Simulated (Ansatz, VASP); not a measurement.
**YPtC2N2: VASP beside Ansatz**

```
Y Pt C N
1.0
    -1.80213    2.92619    4.69406
     1.80213   -2.92619    4.69406
     1.80213    2.92619   -4.69406
Y Pt C N
1 1 2 2
Cartesian
  0.0000 2.9262 0.0000
  0.0000 0.0000 0.0000
  0.0000 0.0000 7.4726
  0.0000 0.0000 1.9155
  0.0000 0.0000 6.2700
  0.0000 0.0000 3.1181
```

Alike in both runs: functional PBE; k mesh 12 × 12 × 12; occupations gaussian, width 0.1 eV; no spin polarisation.

Ansatz relaxed the structure, and its values are those at the end. VASP's run is a single point on that final structure, the one shown.

|  | VASP | Ansatz |
| --- | --- | --- |
| version | VASP 6.6.1 | Ansatz 0.2.0 |
| potentials or method | VASP PAW PBE potentials, release 64 (Y_sv, Pt, C, N), cutoff 520 eV | scalar-relativistic, plane waves, PAW |
| valence electrons in the cell | 39 | 47 |

```csv
,VASP,Ansatz,Ansatz less VASP
gap on the k mesh at the Fermi level (eV),none,none,-
pressure (GPa),0.2,0.0,-0.15
rms of the force components (eV/Å),0.122,0.001,-0.1208
```

A gap of «none» marks a metal or a gap that the smearing closes. One of these differences is far larger than is usual between the two programs; its cause wasn't traced. VASP's potentials hold 39 valence electrons a cell and Ansatz's 47, so a difference there can come from the potentials and not from the codes.

Spin-orbit coupling is off throughout. Noted on VASP's run: the standard files for N, O and F lose accuracy on very short bonds.
